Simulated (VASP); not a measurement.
KF (zincblende type):

```
CELL_PARAMETERS angstrom
0.00000 2.58843 2.58843
2.58843 0.00000 2.58843
2.58843 2.58843 0.00000
ATOMIC_POSITIONS crystal
K 0.00000 0.00000 0.00000
F 0.25000 0.25000 0.25000
```

- Program: VASP 6.6.1
- Task: relaxation of cell and atoms
- Functional: PBE
- Potentials or basis: VASP PAW PBE potentials, release 64 (K_sv, F_h)
- Cutoff: 1350 eV
- k mesh: 11 × 11 × 11
- Occupations: fermi-dirac, width 0.05 eV
- Spin: no spin polarisation

At the start: pressure 23.0 GPa; volume 17.34 Å³/atom.

How do energy, volume and symmetry change on relaxing?

Over 21 steps the energy falls by 437.6 meV/atom and the volume is 26.47 Å³/atom (+52.7 %); space group F-43m (No. 216, to 0.1 Å) before and after.

The path:
```tsv
step	energy change (eV)	largest force (eV/Å)	pressure (GPa)	volume (Å³)
1	0.0000	0.0000	23.03	34.68
2	-0.8509	0.0000	2.00	48.76
3	-0.8702	0.0000	0.83	50.98
4	-0.8675	0.0000	-0.89	55.60
5	-0.8751	0.0000	-0.05	53.08
6	-0.8751	0.0000	0.13	52.66
7	-0.8751	0.0000	0.12	52.66
8	-0.8751	0.0000	0.12	52.66
9	-0.8751	0.0000	0.11	52.66
10	-0.8751	0.0000	0.11	52.66
11	-0.8751	0.0000	0.11	52.66
12	-0.8751	0.0000	0.11	52.66
13	-0.8751	0.0000	0.11	52.66
14	-0.8751	0.0000	0.11	52.66
15	-0.8751	0.0000	0.11	52.67
16	-0.8751	0.0000	0.11	52.67
17	-0.8751	0.0000	0.11	52.68
18	-0.8751	0.0000	0.10	52.70
19	-0.8751	0.0000	0.09	52.73
20	-0.8751	0.0000	0.06	52.81
21	-0.8752	0.0000	0.00	52.95
```

Final structure:
```
K F
1.0
     0.00000    2.98043    2.98043
     2.98043    0.00000    2.98043
     2.98043    2.98043    0.00000
K F
1 1
Direct
  0.00000 0.00000 0.00000
  0.25000 0.25000 0.25000
```

Caveat: the volume moved by over 15 % at a fixed basis, so the end points are rough.
